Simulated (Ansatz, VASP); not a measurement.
## Two plane-wave programs on CdI2

```xyz
3
Lattice="4.2433 0.0000 0.0000 -2.1217 3.6748 0.0000 0.0000 0.0000 30.7200" Properties=species:S:1:pos:R:3 pbc="T T T"
I     0.0000    2.4499    6.9924
I     2.1217    1.2249   10.4676
Cd    0.0000    0.0000    8.7300
```

Alike in both runs: functional PBE; dispersion D3(BJ); k mesh 12 × 12 × 1; occupations gaussian, width 0.03 eV; no spin polarisation.

Ansatz relaxed the structure, and its values are those at the end. VASP's run is a single point on that final structure, the one shown.

|  | VASP | Ansatz |
| --- | --- | --- |
| version | VASP 6.6.1 | Ansatz 0.2.0 |
| potentials or method | VASP PAW PBE potentials, release 64 (I, Cd), cutoff 400 eV | scalar-relativistic, plane waves, PAW |
| valence electrons in the cell | 26 | 54 |

```csv
,VASP,Ansatz,Ansatz less VASP
gap on the k mesh at the Fermi level (eV),2.44,2.44,+0.008
least direct gap on the mesh (eV),2.66,2.67,+0.007
rms of the force components (eV/Å),0.009,0.000,-0.0089
```

VASP's potentials hold 26 valence electrons a cell and Ansatz's 54, so a difference there can come from the potentials and not from the codes. Ansatz's warnings: slab cell height set, structure snapped to symmetry.

Neither program's run includes spin-orbit coupling.
